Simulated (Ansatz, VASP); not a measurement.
**One calculation of Te3Pb4Se, two programs**

The input INCAR:

```
  ALGO = Normal
  EDIFF = 1E-6
  EDIFFG = -0.01
  ENCUT = 600
  GGA = PE
  IBRION = 2
  ISIF = 3
  ISMEAR = 0
  LASPH = T
  LCHARG = F
  LREAL = F
  LUSENCCL = F
  LWAVE = F
  NELM = 60
  NSW = 100
  PREC = Accurate
  SIGMA = 0.02
```

Contents of KPOINTS:

```
k-points
0
Gamma
  8 8 4
```

POSCAR

```
Te3Pb4Se
1.0
    4.5934501760      0.0000000000      0.0000000000
    0.0000000000      4.5934501760      0.0000000000
    0.0000000000      0.0000000000     12.9610078358
Te Pb Se
3 4 1
Direct
    0.0000000000      0.0000000000      0.0000000000
    0.5000000000      0.5000000000      0.2509243770
    0.5000000000      0.5000000000      0.7490756230
    0.0000000000      0.0000000000      0.7415824065
    0.5000000000      0.5000000000      0.0000000000
    0.0000000000      0.0000000000      0.2584175935
    0.5000000000      0.5000000000      0.5000000000
    0.0000000000      0.0000000000      0.5000000000
```

Input for Ansatz:

```yaml
crystal:
  lattice:
    - [4.593450176, 0.0, 0.0]
    - [0.0, 4.593450176, 0.0]
    - [0.0, 0.0, 12.9610078358]
  atoms:
    - { symbol: Te, position: [0.0, 0.0, 0.0] }
    - { symbol: Te, position: [0.5, 0.5, 0.250924377] }
    - { symbol: Te, position: [0.5, 0.5, 0.749075623] }
    - { symbol: Pb, position: [0.0, 0.0, 0.7415824065] }
    - { symbol: Pb, position: [0.5, 0.5, 0.0] }
    - { symbol: Pb, position: [0.0, 0.0, 0.2584175935] }
    - { symbol: Pb, position: [0.5, 0.5, 0.5] }
    - { symbol: Se, position: [0.0, 0.0, 0.5] }
basis:
  ecutwfc: 420
kpoints:
  mp_grid: { grid: [8, 8, 4] }
hamiltonian:
  xc: pbe
scf:
  occupations: { method: gaussian, width: 0.02 }
output:
  forces: true
  stress: true
  eigenvalues: true
  write_density: true
  write_potential: true
  elf: true
  volumetric_format: npy
relax:
  adjacent_minimum: "off"
  f_tol: 0.01
  max_steps: 80
  cell: { stress_tol: 0.05 }
```

Alike in both runs: task relaxation of cell and atoms; functional PBE; k mesh 8 × 8 × 4; occupations gaussian, width 0.02 eV; no spin polarisation.

|  | VASP | Ansatz |
| --- | --- | --- |
| version | VASP 6.6.1 | Ansatz 0.2.0 |
| potentials or method | VASP PAW PBE potentials, release 64 (Te, Pb_d, Se), cutoff 600 eV | scalar-relativistic, plane waves, PAW |
| valence electrons in the cell | 80 | 120 |

```tsv
	VASP	Ansatz	Ansatz less VASP
gap on the k mesh at the Fermi level, each at its own relaxed structure (eV)	0.45	0.44	-0.004
relaxed volume (Å³/atom)	34.18	34.18	0.000
relaxed cell length with the largest relative difference (Å)	4.593	4.593	0.0000
```

VASP's potentials hold 80 valence electrons a cell and Ansatz's 120, so a difference there can come from the potentials and not from the codes.

Neither program's run includes spin-orbit coupling. Noted on VASP's run: the relaxation stopped at its first step, so nothing moved.
